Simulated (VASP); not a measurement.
# ZnSn24O48 (a cell with a defect) in VASP: single point with PBEsol

Aim: the single point of ZnSn24O48 (a cell with a defect) with PBEsol.

Everything below comes from runs of VASP 6.6.1. Logs are shortened: lines on timing, memory, paths and dates and some standing lists are left out, and cuts for length are marked.

### Step 1. The cell of the first run

The cell holds a defect, 73 atoms: a = 9.538 Å, b = 9.538 Å, c = 9.636 Å, α = 90.00°, β = 90.00°, γ = 90.00°.

### Step 2. Single point, PBEsol

Input file INCAR:

```
SYSTEM = ZnSn24O48
PREC = Accurate
ENCUT = 520
EDIFF = 1E-6
ISMEAR = -1
SIGMA = 0.05
LREAL = Auto
LASPH = .True.
NELM = 120
ALGO = Normal
ISIF = 2
LWAVE = .False.
LCHARG = .False.
GGA = PS
NELECT = 634.0
ISYM = -1
NBANDS = 360
GGA_COMPAT = .False.
```

Input file KPOINTS:

```
explicit points
1
Reciprocal
  0.25000000   0.25000000   0.25000000 1
```

Input file POSCAR:

```
ZnSn24O48
1.0
    9.5380920000      0.0000000000      0.0000000000
    0.0000000000      9.5380920000      0.0000000000
    0.0000000000      0.0000000000      9.6363030000
Sn Zn O
24 1 48
Direct
    0.0001200000      0.9958960000      0.9961770000
    0.0011380000      0.9942290000      0.3317050000
    0.0001500000      0.9957930000      0.6671480000
    0.0000260000      0.4904240000      0.9961630000
    0.9990280000      0.4920990000      0.3316990000
    0.9999960000      0.4905890000      0.6671400000
    0.5001450000      0.9894870000      0.9984450000
    0.4949810000      0.0226660000      0.3317900000
    0.5002830000      0.9894730000      0.6649300000
    0.4999290000      0.4968530000      0.9984340000
    0.4999300000      0.4968950000      0.6649230000
    0.2439540000      0.2428890000      0.1620810000
    0.2438900000      0.2428860000      0.5013070000
    0.2548190000      0.2456340000      0.8316670000
    0.2387800000      0.7409740000      0.1617060000
    0.2391580000      0.7410490000      0.5015670000
    0.2507930000      0.7447870000      0.8316590000
    0.7562050000      0.2434530000      0.1620900000
    0.7562650000      0.2434730000      0.5013180000
    0.7453230000      0.2407150000      0.8316860000
    0.7613610000      0.7453010000      0.1617070000
    0.7610060000      0.7453510000      0.5015680000
    0.7493490000      0.7415710000      0.8316630000
    0.5052110000      0.4636600000      0.3317590000
    0.5000570000      0.7431330000      0.3305950000
    0.1549760000      0.1457220000      0.9956190000
    0.1558120000      0.1425940000      0.3316750000
    0.1549230000      0.1457260000      0.6677490000
    0.1556690000      0.6409980000      0.9956400000
    0.1527790000      0.6446770000      0.3317040000
    0.1557650000      0.6410610000      0.6675760000
    0.6560020000      0.1394700000      0.0007260000
    0.6553460000      0.1559550000      0.3317190000
    0.6560460000      0.1394920000      0.6626760000
    0.6548290000      0.6476010000      0.0016610000
    0.6659940000      0.6335250000      0.3316470000
    0.6547480000      0.6476640000      0.6617500000
    0.3441220000      0.3468610000      0.0007000000
    0.3447740000      0.3304450000      0.3317050000
    0.3441140000      0.3468860000      0.6626460000
    0.3453370000      0.8386720000      0.0016750000
    0.3341680000      0.8527940000      0.3315910000
    0.3453970000      0.8387540000      0.6617620000
    0.8451890000      0.3406010000      0.9956390000
    0.8443320000      0.3437580000      0.3316780000
    0.8452090000      0.3406500000      0.6677730000
    0.8444430000      0.8453430000      0.9956800000
    0.8473630000      0.8416730000      0.3316810000
    0.8444140000      0.8453000000      0.6676080000
    0.0942370000      0.3951020000      0.1654290000
    0.0942160000      0.3951440000      0.4979530000
    0.0968520000      0.3938510000      0.8316340000
    0.0912110000      0.8944610000      0.1633570000
    0.0913290000      0.8944270000      0.4999700000
    0.0962180000      0.8950800000      0.8316930000
    0.5971900000      0.3908150000      0.1593540000
    0.5972170000      0.3907440000      0.5040870000
    0.5941100000      0.3961050000      0.8316880000
    0.5884960000      0.8887000000      0.1773110000
    0.5885030000      0.8889130000      0.4859850000
    0.5931570000      0.8909710000      0.8317110000
    0.4030040000      0.0955730000      0.1593960000
    0.4029040000      0.0955470000      0.5040890000
    0.4060470000      0.0902560000      0.8316740000
    0.4115220000      0.5974310000      0.1773350000
    0.4117950000      0.5976250000      0.4859970000
    0.4069920000      0.5953920000      0.8317100000
    0.9058890000      0.0911980000      0.1654350000
    0.9059400000      0.0912170000      0.4979440000
    0.9032810000      0.0924910000      0.8316530000
    0.9090070000      0.5919000000      0.1633480000
    0.9087590000      0.5918850000      0.4999550000
    0.9039330000      0.5912790000      0.8316890000
```

Potentials or basis: VASP PAW PBE potentials, release 64 (Sn_d, Zn, O).

Launch:

```sh
cat potpaw_PBE.64/Sn_d/POTCAR potpaw_PBE.64/Zn/POTCAR potpaw_PBE.64/O/POTCAR > POTCAR
mpirun -np 1 vasp_std > vasp.out
```

OUTCAR:

```text
SYSTEM = ZnSn24O48
   PREC = Accurate
   ENCUT = 520
   EDIFF = 1E-6
   ISMEAR = -1
   LREAL = Auto
   LASPH = .True.
   NELM = 120
   ISIF = 2
   GGA = PS
   NELECT = 634.0
   ISYM = -1

 ion  position               nearest neighbor table
   1  0.000  0.996  0.996-  70 2.05  26 2.06  47 2.07  55 2.07  53 2.07  68 2.07   3 3.17   2 3.23
                            21 3.67  12 3.68  18 3.68  15 3.69  20 3.72  17 3.74  14 3.75  23 3.76
   2  0.001  0.994  0.332-  27 2.04  69 2.06  68 2.06  48 2.07  54 2.07  53 2.07   3 3.23   1 3.23
                            21 3.68  22 3.68  15 3.70  13 3.70  12 3.70  16 3.70  19 3.71  18 3.71
   3  0.000  0.996  0.667-  70 2.05  28 2.06  49 2.07  55 2.07  54 2.07  69 2.07   1 3.17   2 3.23
                            22 3.67  13 3.68  19 3.68  16 3.69  20 3.73  17 3.74  14 3.75  23 3.76
   4  0.000  0.490  0.996-  52 2.05  44 2.06  29 2.07  73 2.07  71 2.07  50 2.07   6 3.17   5 3.23
                            15 3.67  18 3.68  12 3.68  21 3.69  14 3.72  23 3.74  20 3.75  17 3.76
   5  0.999  0.492  0.332-  45 2.04  51 2.06  50 2.06  30 2.07  71 2.07  72 2.07   6 3.23   4 3.23
                            15 3.68  16 3.68  21 3.70  19 3.70  18 3.70  22 3.70  13 3.71  12 3.71
   6  1.000  0.491  0.667-  52 2.05  46 2.06  31 2.07  73 2.07  72 2.07  51 2.07   4 3.17   5 3.23
                            16 3.67  19 3.68  13 3.68  22 3.69  14 3.73  23 3.74  20 3.75  17 3.76
   7  0.500  0.989  0.998-  41 2.06  61 2.06  32 2.06  62 2.07  64 2.08  59 2.15   9 3.21   8 3.23
                            17 3.70  20 3.71  23 3.72  14 3.75  21 3.76
   8  0.495  0.023  0.332-  33 1.99  63 2.00  62 2.00  60 2.15  59 2.16  42 2.23  25 2.67   9 3.23
                             7 3.23  13 3.58  12 3.58  19 3.65  18 3.65
   9  0.500  0.989  0.665-  43 2.06  61 2.06  34 2.06  63 2.07  64 2.08  60 2.15   7 3.21   8 3.23
[... 17 lines left out ...]
  18  0.756  0.243  0.162-  68 2.04  44 2.04  56 2.07  45 2.07  33 2.07  32 2.08  20 3.19  19 3.27
                            24 3.58   8 3.65   4 3.68   1 3.68   5 3.70   2 3.71
  19  0.756  0.243  0.501-  69 2.04  46 2.04  57 2.07  45 2.07  33 2.07  34 2.08  20 3.19  18 3.27
                            24 3.58   8 3.65   6 3.68   3 3.68   5 3.70   2 3.71
  20  0.745  0.241  0.832-  70 2.07  58 2.07  34 2.08  44 2.08  46 2.08  32 2.08  19 3.19  18 3.19
                             9 3.71   7 3.71   1 3.72   3 3.73  10 3.75  11 3.75   4 3.75   6 3.75
  21  0.761  0.745  0.162-  47 2.02  71 2.03  48 2.05  35 2.07  59 2.15  36 2.16  25 2.98  23 3.18
                            22 3.28   1 3.67   2 3.68   4 3.69   5 3.70   7 3.76
  22  0.761  0.745  0.502-  49 2.03  72 2.03  48 2.05  37 2.07  60 2.15  36 2.15  25 2.98  23 3.18
                            21 3.28   3 3.67   2 3.68   6 3.69   5 3.70   9 3.75
  23  0.749  0.742  0.832-  73 2.06  61 2.06  37 2.07  35 2.07  49 2.07  47 2.07  21 3.18  22 3.18
                            11 3.70  10 3.70   9 3.72   7 3.72   6 3.74   4 3.74   3 3.76   1 3.76
  24  0.505  0.464  0.332-  39 1.99  57 2.00  56 2.00  66 2.15  65 2.15  36 2.23  25 2.67  11 3.23
                            10 3.23  19 3.58  18 3.58  13 3.65  12 3.65
  25  0.500  0.743  0.331-  42 1.90  36 1.90  59 2.20  65 2.20  66 2.21  60 2.21  24 2.67   8 2.67
                            15 2.98  21 2.98  16 2.98  22 2.98
  26  0.155  0.146  0.996-  12 2.04   1 2.06  14 2.08
  27  0.156  0.143  0.332-   2 2.04  12 2.07  13 2.07
  28  0.155  0.146  0.668-  13 2.04   3 2.06  14 2.08
  29  0.156  0.641  0.996-  15 2.02   4 2.07  17 2.07
  30  0.153  0.645  0.332-  15 2.05  16 2.05   5 2.07
  31  0.156  0.641  0.668-  16 2.03   6 2.07  17 2.07
  32  0.656  0.139  0.001-   7 2.06  20 2.08  18 2.08
  33  0.655  0.156  0.332-   8 1.99  18 2.07  19 2.07
  34  0.656  0.139  0.663-   9 2.06  20 2.08  19 2.08
  35  0.655  0.648  0.002-  10 2.06  21 2.07  23 2.07
  36  0.666  0.634  0.332-  25 1.90  22 2.15  21 2.16  24 2.23
  37  0.655  0.648  0.662-  11 2.06  22 2.07  23 2.07
  38  0.344  0.347  0.001-  10 2.06  14 2.08  12 2.08
  39  0.345  0.330  0.332-  24 1.99  12 2.07  13 2.07
  40  0.344  0.347  0.663-  11 2.06  14 2.08  13 2.08
  41  0.345  0.839  0.002-   7 2.06  15 2.07  17 2.07
  42  0.334  0.853  0.332-  25 1.90  16 2.15  15 2.16   8 2.23
[... 17 lines left out ...]
  60  0.589  0.889  0.486-   9 2.15  22 2.15   8 2.15  25 2.21
  61  0.593  0.891  0.832-  23 2.06   9 2.06   7 2.06
  62  0.403  0.096  0.159-   8 2.00  12 2.07   7 2.07
  63  0.403  0.096  0.504-   8 2.00  13 2.07   9 2.07
  64  0.406  0.090  0.832-  14 2.07   7 2.08   9 2.08
  65  0.412  0.597  0.177-  10 2.15  15 2.15  24 2.15  25 2.20
  66  0.412  0.598  0.486-  11 2.15  16 2.15  24 2.15  25 2.21
  67  0.407  0.595  0.832-  17 2.06  10 2.06  11 2.06
  68  0.906  0.091  0.165-  18 2.04   2 2.06   1 2.07
  69  0.906  0.091  0.498-  19 2.04   2 2.06   3 2.07
  70  0.903  0.092  0.832-   1 2.05   3 2.05  20 2.07
  71  0.909  0.592  0.163-  21 2.03   5 2.07   4 2.07
  72  0.909  0.592  0.500-  22 2.03   5 2.07   6 2.07
  73  0.904  0.591  0.832-  23 2.06   6 2.07   4 2.07

IMPORTANT INFORMATION: All symmetrisations will be switched off!
[... 185 lines left out ...]
   NGXF,Y,Z  is equivalent  to a cutoff of  25.10, 25.10, 24.84 a.u.
 SYSTEM =  ZnSn24O48
   PREC   = accura    normal or accurate (medium, high low for compatibility)
   ISTART =      0    job   : 0-new  1-cont  2-samecut
   ICHARG =      2    charge: 1-file 2-atom 10-const
   ISPIN  =      1    spin polarized calculation?
   LNONCOLLINEAR =      F non collinear calculations
   LSORBIT =      F    spin-orbit coupling
   LASPH  =      T    aspherical Exc in radial PAW
   ENCUT  =  520.0 eV  38.22 Ry    6.18 a.u.  17.73 17.73 17.92*2*pi/ulx,y,z
   NELM   =    120;   NELMIN=  2; NELMDL= -5     # of ELM steps
   EDIFF  = 0.1E-05   stopping-criterion for ELM
   LREAL  =      T    real-space projection
   EDIFFG = 0.1E-04   stopping-criterion for IOM
   NSW    =      0    number of steps for IOM
   IBRION =     -1    ionic relax: 0-MD 1-quasi-New 2-CG
   NFREE  =      0    steps in history (QN), initial steepest desc. (CG)
   ISIF   =      2    stress and relaxation
   ISYM   =     -1    0-nonsym 1-usesym 2-fastsym
   POTIM  = 0.5000    time-step for ionic-motion
   TEBEG  =    0.0;   TEEND  =   0.0 temperature during run
   PSTRESS=    0.0 pullay stress
   NELECT =     634.0000    total number of electrons
   NUPDOWN=      -1.0000    fix difference up-down
   EMIN   =  10.00;   EMAX   =-10.00  energy-range for DOS
   EFERMI =   0.00;   METHOD = LEGACY
   ISMEAR =    -1;   SIGMA  =   0.05  broadening in eV -4-tet -1-fermi 0-gaus
   EFERMI_NEDOS =   21; number of points for ismear=-14 and -15
   IALGO  =     38    algorithm
   IMIX   =      4    mixing-type and parameters
     AMIX     =   0.40;   BMIX     =  1.00
     AMIX_MAG =   1.60;   BMIX_MAG =  1.00
  volume/ion in A,a.u.               =      12.01        81.04
  Fermi-wavevector in a.u.,A,eV,Ry     =   1.469468  2.776892 29.379548  2.159336
  Thomas-Fermi vector in A             =   2.584842
   LORBIT       =      0    0 simple, 1 ext, 2 COOP (PROOUT), +10 PAW based schemes
   GGA     = PS    functional components
   LHFCALC =     F    Hartree Fock is set to
   AEXX    =    0.0000 exact exchange contribution
   IVDW    =     0    specifies the selected vdW correction
   LEPSILON=     F    determine dielectric tensor
   LRPA    =     F    only Hartree local field effects (RPA)
 non-spin polarized calculation
  energy-cutoff  :      520.00
  volume of cell :      876.66
 maximum number of plane-waves:     23594
 NGX is ok and might be reduce to    70
   NGX = 35   NGY = 35   NGZ = 35

 number of electron     634.0000005 magnetization

 Free energy of the ion-electron system (eV)
  ---------------------------------------------------
  ext. energy  EPLUGINS =         0.00000000
  ---------------------------------------------------
  free energy    TOTEN  =      -491.70658980 eV

  energy without entropy =     -491.70658979  energy(sigma->0) =     -491.70658979

 E-fermi :   6.7892     XC(G=0): -11.4918

 val. band max:        5.7253926869   @ k =   0.2500   0.2500   0.2500
 cond. band min:       7.8544942451   @ k =   0.2500   0.2500   0.2500
 fundamental gap:      2.1291015581
 Fermi energy:         6.7891982865

 k-point     1 :       0.2500    0.2500    0.2500
  band No.  band energies     occupation
      1     -15.1326      2.00000
      2     -15.0794      2.00000
      3     -15.0595      2.00000
      4     -15.0521      2.00000
      5     -14.9944      2.00000
      6     -14.9748      2.00000
[... 321 lines left out ...]
    328      10.6892      0.00000
    329      10.8104      0.00000
 [bands above 329 left out]

------------------------ aborting loop because EDIFF is reached ----------------------------------------

  FORCE on cell =-STRESS in cart. coord.  units (eV):
  Direction    XX          YY          ZZ          XY          YZ          ZX
  --------------------------------------------------------------------------------------
  -------------------------------------------------------------------------------------
  Total       -7.8074069    -11.3262610    -13.7589633     -0.3712034     -0.2447798     -0.3576888
  in kB      -14.2686844    -20.6996825    -25.1456481     -0.6784050     -0.4473554     -0.6537059
  external PRESSURE =     -20.0380050 kB  Pullay stress =       0.0000000 kB

 VOLUME and BASIS-vectors are now :
 -----------------------------------------------------------------------------
  energy-cutoff  :      520.00
  volume of cell :      876.66
      direct lattice vectors                 reciprocal lattice vectors
     9.538092000  0.000000000  0.000000000     0.104842771  0.000000000  0.000000000
     0.000000000  9.538092000  0.000000000     0.000000000  0.104842771  0.000000000
     0.000000000  0.000000000  9.636303000     0.000000000  0.000000000  0.103774238

 POSITION                                       TOTAL-FORCE (eV/Angst)
 -----------------------------------------------------------------------------------
      0.00114      9.49895      9.59946        -0.000584     -0.003087     -0.003592
      0.01085      9.48305      3.19641         0.008570      0.001604      0.001706
      0.00143      9.49797      6.42884         0.001598     -0.004325      0.001541
      0.00025      4.67771      9.59933        -0.000625      0.001045     -0.002536
      9.52882      4.69369      3.19635        -0.010164     -0.003913      0.004124
      9.53805      4.67928      6.42876        -0.002064      0.008405      0.000631
[... 65 lines left out ...]
      8.66783      5.64545      4.81772        -0.004222      0.005769     -0.002711
      8.62180      5.63967      8.01441        -0.015722      0.017440     -0.001958
 -----------------------------------------------------------------------------------
    total drift:                               -0.001340      0.009371     -0.106751

  FREE ENERGIE OF THE ION-ELECTRON SYSTEM (eV)
  ---------------------------------------------------
  free  energy   TOTEN  =      -491.7065897950 eV

  energy  without entropy=     -491.7065897925  energy(sigma->0) =     -491.70658979
```

Run time: 11 min. Hardware: 1 thread of Intel Xeon Platinum 8375C at 2.90GHz (Ice Lake), shared host; peak memory 0.85 GiB.

Results:

| Quantity | Value |
| --- | --- |
| Free energy | -491.7066 eV |
| Largest force | 0.096 eV/Å |

Forces on the atoms (eV/Å):
```
Sn  -0.001 -0.003 -0.004
Sn   0.009  0.002  0.002
Sn   0.002 -0.004  0.002
Sn  -0.001  0.001 -0.003
Sn  -0.010 -0.004  0.004
Sn  -0.002  0.008  0.001
Sn   0.001  0.007 -0.001
Sn  -0.024  0.002 -0.007
Sn   0.002  0.008  0.000
Sn  -0.001 -0.008  0.000
Sn  -0.003 -0.009  0.000
Sn   0.006 -0.001  0.006
Sn  -0.004  0.003 -0.001
Sn   0.009 -0.010 -0.007
Sn   0.008 -0.007 -0.009
Sn   0.003 -0.004  0.003
Sn  -0.011 -0.016 -0.001
Sn  -0.005  0.005  0.003
Sn   0.003 -0.002 -0.002
Sn  -0.008  0.012 -0.008
Sn  -0.004  0.012 -0.009
Sn  -0.007  0.000  0.003
Sn   0.016  0.014 -0.001
Sn   0.024 -0.003 -0.006
Zn   0.002  0.002  0.002
O   -0.011 -0.014 -0.002
O   -0.001 -0.009 -0.001
O   -0.008 -0.014  0.009
O   -0.007 -0.018 -0.005
O    0.002 -0.011 -0.001
O   -0.009 -0.020  0.009
O   -0.014 -0.015  0.008
O    0.008 -0.001 -0.001
O   -0.008 -0.013 -0.006
O   -0.018 -0.009  0.012
O    0.069 -0.065  0.001
O   -0.020 -0.011 -0.009
O    0.015  0.015  0.007
O   -0.007  0.000  0.000
O    0.008  0.015 -0.007
O    0.017  0.008  0.012
O   -0.068  0.067  0.000
O    0.019  0.009 -0.010
O    0.012  0.013 -0.003
O    0.001  0.009 -0.001
O    0.007  0.013  0.008
O    0.008  0.017 -0.006
O   -0.002  0.009 -0.002
O    0.011  0.020  0.008
O    0.004 -0.004  0.002
O    0.006 -0.004 -0.002
O    0.016 -0.014  0.000
O    0.003 -0.007  0.007
O    0.003 -0.007 -0.002
O    0.015 -0.018 -0.002
O    0.009 -0.001 -0.008
O    0.009 -0.004  0.011
O    0.011 -0.016  0.001
O    0.014 -0.003 -0.012
O    0.010 -0.004  0.013
O    0.011 -0.016  0.000
O   -0.010  0.002 -0.009
O   -0.009  0.004  0.012
O   -0.013  0.015  0.002
O   -0.014  0.003 -0.013
O   -0.011  0.002  0.011
O   -0.011  0.016 -0.001
O   -0.004  0.005  0.004
O   -0.006  0.004 -0.002
O   -0.014  0.013 -0.002
O   -0.003  0.007  0.007
O   -0.004  0.006 -0.003
O   -0.016  0.017 -0.002
```

Caveat: the cell carries a net charge on a neutralising background, which shifts energy and pressure; the cell is charged against a uniform background, so pressure and absolute levels hang on convention; the PAW data sets were made with another functional, which shifts forces and pressure a little; spin-orbit coupling is left out, which moves the levels of the heavy elements.
